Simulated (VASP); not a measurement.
Here is a VASP 6.6.1 calculation.

The input INCAR:

```
SYSTEM = LiCl
PREC     = Accurate       ! precision mode
ENCUT    = 520            ! plane-wave cutoff, eV
EDIFF    = 1E-8           ! SCF threshold, eV
ISMEAR   = 0              ! smearing method
SIGMA    = 0.01           ! smearing width, eV
LREAL    = .FALSE.        ! projectors in reciprocal space
LASPH    = .TRUE.         ! aspherical terms in the spheres
NELM     = 80             ! most SCF steps
ALGO     = Normal         ! electronic algorithm
ISIF     = 2              ! what is computed and relaxed
LWAVE    = .FALSE.        ! write WAVECAR
LCHARG   = .TRUE.         ! write CHGCAR
GGA      = PE             ! functional
IBRION   = 8              ! ionic algorithm
NSW      = 1              ! ionic steps
LEPSILON = .TRUE.         ! dielectric tensor by DFPT
```

KPOINTS

```
Automatic mesh
0
G
  8 8 8
  0 0 0
```

Contents of POSCAR:

```
LiCl
1.0
    0.0000000000      2.6043819608      2.6043819608
    2.6043819608      0.0000000000      2.6043819608
    2.6043819608      2.6043819608      0.0000000000
Li Cl
1 1
Direct
    0.0000000000      0.0000000000      0.0000000000
    0.5000000000      0.5000000000      0.5000000000
```

Potentials or basis: VASP PAW PBE potentials, release 64 (Li_sv, Cl).

The run is started by

```sh
$ cat potpaw_PBE.64/Li_sv/POTCAR potpaw_PBE.64/Cl/POTCAR > POTCAR
$ mpirun -np 1 vasp_std > vasp.out
```

Question: Estimate the electronic dielectric tensor (diagonal).

Answer: 2.91.

Question: Predict the Born charges (mean of the diagonal).

Answer: Li +1.19; Cl -1.19 e.

Question: Predict the highest phonon frequency at Γ, LO-TO splitting left out.

Answer: 146 cm⁻¹.

Phonon frequencies in cm⁻¹ (negative: imaginary):
```
              q point           frequencies
(0.000, 0.000, 0.000)  -2 -2 -2 146 146 146
```

Caveat: the cell stands under pressure or tension, which shifts response properties.
